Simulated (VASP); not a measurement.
# Sc (P6_3/mmc) in VASP: a series of runs

The runs below take Sc through single point, with LDA.

Program: VASP 6.6.1. These are calculated values, not measurements. Logs are shortened: lines on timing, memory, paths and dates and some standing lists are left out, and cuts for length are marked.

### 1 The cell of the first run

The structure is hexagonal, space group P6_3/mmc (No. 194). The conventional cell has a = 3.104 Å, b = 3.104 Å, c = 4.801 Å, α = 90.00°, β = 90.00°, γ = 120.00°. Within 3.9 Å of Sc (site symmetry -6m2) lie 12 Sc at 3.00 to 3.10 Å.

### 2 Single point, LDA

The input, INCAR:

```
PREC = Accurate ; ENCUT = 520
EDIFF = 1E-6 ; ISMEAR = -1
SIGMA = 0.1 ; LREAL = False
LASPH = True ; NELM = 80
ALGO = Normal ; ISIF = 2
LWAVE = False ; LCHARG = False
GGA = CA ; NBANDS = 18
```

The input, KPOINTS:

```
regular mesh
0
Gamma
  14 14 8
```

The input, POSCAR:

```
Sc
1.0
    3.1043070952      0.0000000000      0.0000000000
   -1.5521535476      2.6884088056      0.0000000000
    0.0000000000      0.0000000000      4.8011892659
Sc
2
Direct
    0.3333333333      0.6666666667      0.2500000000
    0.6666666667      0.3333333333      0.7500000000
```

Potentials or basis: VASP PAW LDA potentials, release 64 (Sc_sv).

On the command line:

```bash
cat potpaw_LDA.64/Sc_sv/POTCAR > POTCAR
mpirun -np 1 vasp_std > vasp.out
```

OUTCAR:

```text
PREC = Accurate
   ENCUT = 520
   EDIFF = 1E-6
   ISMEAR = -1
   LREAL = False
   LASPH = True
   NELM = 80
   ISIF = 2
   GGA = CA

 ion  position               nearest neighbor table
   1  0.333  0.667  0.250-   2 3.00   2 3.00   2 3.00   2 3.00   2 3.00   2 3.00
   2  0.667  0.333  0.750-   1 3.00   1 3.00   1 3.00   1 3.00   1 3.00   1 3.00

  LATTYP: Found a hexagonal cell.
 ALAT       =     3.1043070952
 C/A-ratio  =     1.5466218769

  Lattice vectors:

 A1 = (   3.1043070952,   0.0000000000,   0.0000000000)
 A2 = (  -1.5521535476,   2.6884088056,   0.0000000000)
 A3 = (   0.0000000000,   0.0000000000,   4.8011892659)

Analysis of symmetry for initial positions (statically):
=====================================================================
 Subroutine PRICEL returns:
 Original cell was already a primitive cell.

 Routine SETGRP: Setting up the symmetry group for a
 hexagonal supercell.

 Subroutine GETGRP returns: Found 24 space group operations
 (whereof 12 operations were pure point group operations)
 out of a pool of 24 trial point group operations.

The static configuration has the point symmetry D_3d.
 The point group associated with its full space group is D_6h.

Analysis of symmetry for dynamics (positions and initial velocities):
=====================================================================
 Subroutine PRICEL returns:
 Original cell was already a primitive cell.

 Routine SETGRP: Setting up the symmetry group for a
 hexagonal supercell.

 Subroutine GETGRP returns: Found 24 space group operations
 (whereof 12 operations were pure point group operations)
 out of a pool of 24 trial point group operations.

The dynamic configuration has the point symmetry D_3d.
 The point group associated with its full space group is D_6h.

 Subroutine INISYM returns: Found 24 space group operations
 (whereof 12 operations are pure point group operations),
 and found     1 'primitive' translations

----------------------------------------------------------------------------------------

                                     Primitive cell

  volume of cell :      40.0690

  direct lattice vectors                    reciprocal lattice vectors
     3.104307095  0.000000000  0.000000000     0.322133078  0.185983619  0.000000000
    -1.552153548  2.688408806  0.000000000     0.000000000  0.371967239  0.000000000
     0.000000000  0.000000000  4.801189266     0.000000000  0.000000000  0.208281729

  length of vectors
     3.104307095  3.104307095  4.801189266     0.371967239  0.371967239  0.208281729

  position of ions in fractional coordinates (direct lattice)
     0.333333333  0.666666667  0.250000000
     0.666666667  0.333333333  0.750000000

  ion indices of the primitive-cell ions
   primitive index   ion index
                 1           1
                 2           2

----------------------------------------------------------------------------------------

 KPOINTS: regular mesh

Automatic generation of k-mesh.
 Grid dimensions read from file:
 generate k-points for:   14   14    8

 Generating k-lattice:

  Cartesian coordinates                     Fractional coordinates (reciprocal lattice)
     0.023009506  0.013284544  0.000000000     0.071428571  0.000000000  0.000000000
     0.000000000  0.026569088  0.000000000     0.000000000  0.071428571  0.000000000
     0.000000000  0.000000000  0.026035216     0.000000000  0.000000000  0.125000000

  Length of vectors
     0.026569088  0.026569088  0.026035216

  Shift w.r.t. Gamma in fractional coordinates (k-lattice)
     0.000000000  0.000000000  0.000000000

 Subroutine IBZKPT returns following result:
 ===========================================

 Found    120 irreducible k-points:

 Following reciprocal coordinates:
            Coordinates               Weight
  0.000000  0.000000  0.000000      1.000000
  0.071429  0.000000  0.000000      6.000000
  0.142857  0.000000  0.000000      6.000000
  0.214286  0.000000  0.000000      6.000000
  0.285714  0.000000  0.000000      6.000000
  0.357143  0.000000  0.000000      6.000000
[... 16 lines left out ...]
  0.285714  0.285714  0.000000      6.000000
  0.357143  0.285714  0.000000      6.000000
 [... further k-points ...]
   k-points           NKPTS =    120   k-points in BZ     NKDIM =    120   number of bands    NBANDS=     18
   number of dos      NEDOS =    301   number of ions     NIONS =      2
   total plane-waves  NPLWV =  20736
   dimension x,y,z NGX =    24 NGY =   24 NGZ =   36
   dimension x,y,z NGXF=    48 NGYF=   48 NGZF=   72
   ions per type =               2
   NGX,Y,Z   is equivalent  to a cutoff of  12.85, 12.85, 12.47 a.u.
   NGXF,Y,Z  is equivalent  to a cutoff of  25.71, 25.71, 24.93 a.u.
 SYSTEM =  unknown system
   PREC   = accura    normal or accurate (medium, high low for compatibility)
   ISTART =      0    job   : 0-new  1-cont  2-samecut
   ICHARG =      2    charge: 1-file 2-atom 10-const
   ISPIN  =      1    spin polarized calculation?
   LNONCOLLINEAR =      F non collinear calculations
   LSORBIT =      F    spin-orbit coupling
   LASPH  =      T    aspherical Exc in radial PAW
   ENCUT  =  520.0 eV  38.22 Ry    6.18 a.u.   5.77  5.77  8.93*2*pi/ulx,y,z
   NELM   =     80;   NELMIN=  2; NELMDL= -5     # of ELM steps
   EDIFF  = 0.1E-05   stopping-criterion for ELM
   LREAL  =      F    real-space projection
   EDIFFG = 0.1E-04   stopping-criterion for IOM
   NSW    =      0    number of steps for IOM
   IBRION =     -1    ionic relax: 0-MD 1-quasi-New 2-CG
   NFREE  =      0    steps in history (QN), initial steepest desc. (CG)
   ISIF   =      2    stress and relaxation
   ISYM   =      2    0-nonsym 1-usesym 2-fastsym
   POTIM  = 0.5000    time-step for ionic-motion
   TEBEG  =    0.0;   TEEND  =   0.0 temperature during run
   PSTRESS=    0.0 pullay stress
   NELECT =      22.0000    total number of electrons
   NUPDOWN=      -1.0000    fix difference up-down
   EMIN   =  10.00;   EMAX   =-10.00  energy-range for DOS
   EFERMI =   0.00;   METHOD = LEGACY
   ISMEAR =    -1;   SIGMA  =   0.10  broadening in eV -4-tet -1-fermi 0-gaus
   EFERMI_NEDOS =   21; number of points for ismear=-14 and -15
   IALGO  =     38    algorithm
   IMIX   =      4    mixing-type and parameters
     AMIX     =   0.40;   BMIX     =  1.00
     AMIX_MAG =   1.60;   BMIX_MAG =  1.00
  volume/ion in A,a.u.               =      20.03       135.20
  Fermi-wavevector in a.u.,A,eV,Ry     =   1.340539  2.533251 24.450279  1.797045
  Thomas-Fermi vector in A             =   2.468844
   LORBIT       =      0    0 simple, 1 ext, 2 COOP (PROOUT), +10 PAW based schemes
   GGA     = CA    functional components
   LHFCALC =     F    Hartree Fock is set to
   AEXX    =    0.0000 exact exchange contribution
   IVDW    =     0    specifies the selected vdW correction
   LEPSILON=     F    determine dielectric tensor
   LRPA    =     F    only Hartree local field effects (RPA)
 non-spin polarized calculation
  energy-cutoff  :      520.00
  volume of cell :       40.07
 maximum number of plane-waves:      1094
 NGX is ok and might be reduce to    24
   NGX = 11   NGY = 11   NGZ = 17

 number of electron      22.0000011 magnetization

 Free energy of the ion-electron system (eV)
  ---------------------------------------------------
  ext. energy  EPLUGINS =         0.00000000
  ---------------------------------------------------
  free energy    TOTEN  =       -13.37372216 eV

  energy without entropy =      -13.26862823  energy(sigma->0) =      -13.32117519

 E-fermi :   4.7558     XC(G=0): -11.0309

 val. band max:        4.7458787046   @ k =   0.2143   0.0714   0.3750
 cond. band min:       4.7580212165   @ k =   0.2143   0.1429   0.1250
 fundamental gap:      0.0121425119
 Fermi energy:         4.7558204248

 k-point     1 :       0.0000    0.0000    0.0000
  band No.  band energies     occupation
      1     -43.5674      2.00000
      2     -43.3858      2.00000
      3     -22.9842      2.00000
      4     -22.2757      2.00000
      5     -22.2757      2.00000
      6     -22.1424      2.00000
[... 10 lines left out ...]
     17       7.4404      0.00000
     18       7.4406      0.00000

 k-point     2 :       0.0714    0.0000    0.0000
  band No.  band energies     occupation
      1     -43.5614      2.00000
      2     -43.3839      2.00000
      3     -22.9706      2.00000
      4     -22.3019      2.00000
      5     -22.2849      2.00000
      6     -22.1701      2.00000
[... 10 lines left out ...]
     17       7.3292      0.00000
     18       7.3483      0.00000

 k-point     3 :       0.1429    0.0000    0.0000
  band No.  band energies     occupation
      1     -43.5444      2.00000
      2     -43.3787      2.00000
      3     -22.9311      2.00000
      4     -22.3758      2.00000
      5     -22.3099      2.00000
      6     -22.2461      2.00000
[... 10 lines left out ...]
     17       7.4282      0.00000
     18       7.4986      0.00000

 k-point     4 :       0.2143    0.0000    0.0000
  band No.  band energies     occupation
      1     -43.5190      2.00000
      2     -43.3721      2.00000
      3     -22.8697      2.00000
      4     -22.4837      2.00000
      5     -22.3520      2.00000
      6     -22.3444      2.00000
[... 10 lines left out ...]
     17       7.8073      0.00000
     18       7.9179      0.00000

 k-point     5 :       0.2857    0.0000    0.0000
  band No.  band energies     occupation
      1     -43.4889      2.00000
      2     -43.3665      2.00000
      3     -22.7931      2.00000
      4     -22.6045      2.00000
      5     -22.4646      2.00000
      6     -22.3813      2.00000
[... 10 lines left out ...]
     17       8.2857      0.00000
     18       8.4321      0.00000

 k-point     6 :       0.3571    0.0000    0.0000
  band No.  band energies     occupation
      1     -43.4592      2.00000
      2     -43.3639      2.00000
      3     -22.7137      2.00000
      4     -22.7110      2.00000
      5     -22.5623      2.00000
      6     -22.4134      2.00000
[... 10 lines left out ...]
     17       8.8970      0.00000
     18       8.9669      0.00000

 k-point     7 :       0.4286    0.0000    0.0000
  band No.  band energies     occupation
      1     -43.4355      2.00000
      2     -43.3652      2.00000
      3     -22.7892      2.00000
      4     -22.6393      2.00000
      5     -22.6281      2.00000
      6     -22.4351      2.00000
[... 10 lines left out ...]
     17       9.4382      0.00000
     18       9.6655      0.00000

 k-point     8 :       0.5000    0.0000    0.0000
  band No.  band energies     occupation
      1     -43.4258      2.00000
      2     -43.3669      2.00000
      3     -22.8161      2.00000
      4     -22.6514      2.00000
      5     -22.6074      2.00000
      6     -22.4428      2.00000
[... 10 lines left out ...]
     17       9.6519      0.00000
     18       9.8090      0.00000
[... 229 lines left out ...]
     17       9.4387      0.00000
     18       9.6836      0.00000

 k-point    20 :       0.2143    0.2143    0.0000
  band No.  band energies     occupation
      1     -43.4509      2.00000
      2     -43.3638      2.00000
      3     -22.6876      2.00000
      4     -22.6502      2.00000
      5     -22.6123      2.00000
      6     -22.4153      2.00000
[... 10 lines left out ...]
     17       8.9795      0.00000
     18       9.5436      0.00000

 k-point    21 :       0.2857    0.2143    0.0000
  band No.  band energies     occupation
      1     -43.4264      2.00000
      2     -43.3663      2.00000
      3     -22.7146      2.00000
      4     -22.6223      2.00000
      5     -22.6111      2.00000
      6     -22.4750      2.00000
[... 10 lines left out ...]
     17       9.3842      0.00000
     18       9.6029      0.00000

 k-point    22 :       0.3571    0.2143    0.0000
  band No.  band energies     occupation
      1     -43.4090      2.00000
      2     -43.3715      2.00000
      3     -22.7511      2.00000
      4     -22.6046      2.00000
      5     -22.5498      2.00000
      6     -22.5314      2.00000
[... 10 lines left out ...]
     17       9.4591      0.00000
     18       9.5989      0.00000

 k-point    23 :       0.2857    0.2857    0.0000
  band No.  band energies     occupation
      1     -43.4060      2.00000
      2     -43.3727      2.00000
      3     -22.7249      2.00000
      4     -22.6154      2.00000
      5     -22.5390      2.00000
      6     -22.5261      2.00000
[... 10 lines left out ...]
     17       9.4659      0.00000
     18       9.5651      0.00000

 k-point    24 :       0.3571    0.2857    0.0000
  band No.  band energies     occupation
      1     -43.3942      2.00000
      2     -43.3795      2.00000
      3     -22.7286      2.00000
      4     -22.5786      2.00000
      5     -22.5759      2.00000
      6     -22.4913      2.00000
[... 10 lines left out ...]
     17       9.3259      0.00000
     18       9.5514      0.00000

 [... further k-points ...]

------------------------ aborting loop because EDIFF is reached ----------------------------------------

  FORCE on cell =-STRESS in cart. coord.  units (eV):
  Direction    XX          YY          ZZ          XY          YZ          ZX
  --------------------------------------------------------------------------------------
  -------------------------------------------------------------------------------------
  Total        2.2393008      2.2393008      2.2435226      0.0000000      0.0000000      0.0000000
  in kB       89.5394067     89.5394067     89.7082155      0.0000000      0.0000000      0.0000000
  external PRESSURE =      89.5956763 kB  Pullay stress =       0.0000000 kB

 VOLUME and BASIS-vectors are now :
 -----------------------------------------------------------------------------
  energy-cutoff  :      520.00
  volume of cell :       40.07
      direct lattice vectors                 reciprocal lattice vectors
     3.104307095  0.000000000  0.000000000     0.322133078  0.185983619  0.000000000
    -1.552153548  2.688408806  0.000000000     0.000000000  0.371967239  0.000000000
     0.000000000  0.000000000  4.801189266     0.000000000  0.000000000  0.208281729

 POSITION                                       TOTAL-FORCE (eV/Angst)
 -----------------------------------------------------------------------------------
     -0.00000      1.79227      1.20030        -0.000000      0.000000      0.000000
      1.55215      0.89614      3.60089         0.000000     -0.000000      0.000000
 -----------------------------------------------------------------------------------
    total drift:                               -0.000000      0.000000     -0.000000

  FREE ENERGIE OF THE ION-ELECTRON SYSTEM (eV)
  ---------------------------------------------------
  free  energy   TOTEN  =       -13.3737221581 eV

  energy  without entropy=      -13.2686282276  energy(sigma->0) =      -13.32117519
```

Wall time 21 s (1 thread of Intel Xeon 6975P-C (Granite Rapids), shared host); peak memory 0.19 GiB.

What came out:

```
Free energy            : -13.3737 eV
Pressure               : 9.0 GPa
Band gap on the k mesh : zero (bands 11 and 12 overlap by 1.98 eV)
```

Caveat: the cell stands under pressure.

### 3 Single point, LDA

The input, INCAR:

```
SYSTEM = Sc
  PREC = Accurate
  ENCUT = 520
  EDIFF = 1E-6
  ISMEAR = -1
  SIGMA = 0.1
  LREAL = .False.
  LASPH = .True.
  NELM = 100
  ALGO = Normal
  ISIF = 2
  LWAVE = .False.
  LCHARG = .False.
  GGA = CA
  NBANDS = 18
```

The input, KPOINTS:

```
regular mesh
0
Gamma
  14 14 8
  0 0 0
```

POSCAR is that of step 2.

Potentials or basis: VASP PAW LDA potentials, release 64 (Sc_sv).

On the command line:

```bash
cat potpaw_LDA.64/Sc_sv/POTCAR > POTCAR
mpirun -np 1 vasp_std > vasp.out
```

Wall time 21 s (1 thread of Intel Xeon 6975P-C (Granite Rapids), shared host); peak memory 0.18 GiB.

The run converged. Its results:

* Free energy: -13.3737 eV
* Pressure: 9.0 GPa
* Band gap on the k mesh: zero (bands 11 and 12 overlap by 1.98 eV)

Levels at points of the mesh, in eV from the Fermi level:
```csv
k point,band 9,band 10,band 11,band 12,band 13,band 14
"(0.00, 0.00, 0.00)",-5.38,-1.94,1.39,1.77,1.77,2.17
"(0.50, 0.00, 0.00)",-1.67,-1.40,-0.99,-0.07,1.42,1.64
"(0.00, 0.00, 0.50)",-3.56,-3.56,1.12,1.12,1.65,1.65
"(0.50, 0.00, 0.50)",-1.79,-1.79,0.09,0.09,1.85,1.85
```

Caveat: the cell stands under pressure.
